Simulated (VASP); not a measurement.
**Mg2Si3N3: single point with PBE**

Mg2Si3N3:

```
Mg Si N
1.0
     2.96090   -3.40049    0.00000
     2.96090    3.40049    0.00000
     0.00000    0.00000    5.57672
Mg Si N
2 3 3
Direct
  0.75136 0.75136 0.68085
  0.24864 0.24864 0.68085
  0.72291 0.27709 0.27843
  0.00000 0.00000 0.04381
  0.27709 0.72291 0.27843
  0.50000 0.50000 0.10996
  0.00000 0.50000 0.46384
  0.50000 0.00000 0.46384
```

| Property | Result |
| --- | --- |
| Program | VASP 6.6.1 |
| Task | single point |
| Functional | PBE |
| Potentials or basis | VASP PAW PBE potentials, release 64 (Mg, Si, N) |
| Cutoff | 600 eV |
| k mesh | 6 × 6 × 4 |
| Occupations | gaussian, width 0.2 eV |
| Spin | no spin polarisation |

| Property | Result |
| --- | --- |
| Pressure | -0.2 GPa |
| Largest force | 0.050 eV/Å |

Forces in eV/Å, atoms in the order of the input:
```
Mg   0.033  0.000  0.015
Mg  -0.033  0.000  0.015
Si   0.000 -0.032 -0.039
Si   0.000  0.000 -0.009
Si   0.000  0.032 -0.039
N    0.000  0.000  0.048
N    0.000  0.000  0.005
N    0.000  0.000  0.005
```

Stress tensor (GPa, compression positive):
```
 0.02  0.00  0.00
 0.00 -0.32  0.00
 0.00  0.00 -0.29
```

Levels at points of the mesh, in eV from the Fermi level:
```
           k point  band 14  band 15  band 16  band 17  band 18  band 19
(0.00, 0.00, 0.00)    -1.67    -1.62    -0.36     0.84     1.08     1.42
(0.50, 0.00, 0.00)    -2.57    -1.76    -0.46     1.06     2.88     2.96
(0.50, 0.50, 0.00)    -2.76    -2.58     0.60     1.49     2.85     3.18
(0.00, 0.00, 0.50)    -3.20    -1.89     1.02     1.08     1.66     2.55
(0.50, 0.00, 0.50)    -2.53    -1.73    -0.26     1.19     2.69     3.47
(0.50, 0.50, 0.50)    -1.98    -1.43     0.61     0.95     1.06     3.34
```

It took 61 s on 1 thread of Intel(R) Xeon(R) 6975P-C (Granite Rapids), on a shared host, peak memory 0.3 GiB.
